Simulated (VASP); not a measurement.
Fe:

```
Fe
1.0
    -1.38080    1.38080    1.38080
     1.38080   -1.38080    1.38080
     1.38080    1.38080   -1.38080
Fe
1
Direct
  0.00000 0.00000 0.00000
```

Base run:

* Program: VASP 6.6.1
* Functional: PBE
* Potentials or basis: VASP PAW PBE potentials, release 64 (Fe)
* Cutoff: 600 eV
* k mesh: 16 × 16 × 16
* Occupations: gaussian, width 0.1 eV
* Spin: no spin polarisation

Its results: band gap on the k mesh zero (bands 4 and 5 overlap by 2.03 eV); pressure -1.5 GPa.

**Question.** The run is repeated on the same cell with these changes: occupations from gaussian, width 0.1 eV to gaussian, width 0.2 eV. What comes out?

**Answer.** Band gap on the k mesh zero (bands 4 and 5 overlap by 2.03 eV); pressure -0.9 GPa.

Caveats: the run has no spin polarisation, though such a crystal can be magnetic.
